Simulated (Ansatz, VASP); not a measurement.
**Bi2B in VASP and in Ansatz**

```
CELL_PARAMETERS angstrom
5.54188 0.00000 0.00000
0.00000 6.94570 0.00000
0.00000 0.00000 3.72601
ATOMIC_POSITIONS crystal
B 0.50000 0.50000 0.50000
B 0.00000 0.00000 0.00000
Bi 0.26121 0.85851 0.50000
Bi 0.76121 0.64149 0.00000
Bi 0.73879 0.14149 0.50000
Bi 0.23879 0.35851 0.00000
```

Alike in both runs: functional PBE; k mesh 8 × 6 × 10; occupations gaussian, width 0.1 eV; no spin polarisation.

Ansatz relaxed the structure, and its values are those at the end. VASP's run is a single point on that final structure, the one shown.

```csv
,VASP,Ansatz
version,VASP 6.6.1,Ansatz 0.2.0
potentials or method,"VASP PAW PBE potentials, release 64 (B, Bi_d), cutoff 520 eV","scalar-relativistic, plane waves, PAW"
valence electrons in the cell,66,66
```

|  | VASP | Ansatz | Ansatz less VASP |
| --- | --- | --- | --- |
| gap on the k mesh at the Fermi level (eV) | none | none | - |
| pressure (GPa) | 0.0 | 0.0 | +0.05 |

A gap of «none» marks a metal or a gap that the smearing closes. The functional is the same, so the differences come from potentials, cutoffs and numerics.

Neither program's run includes spin-orbit coupling.
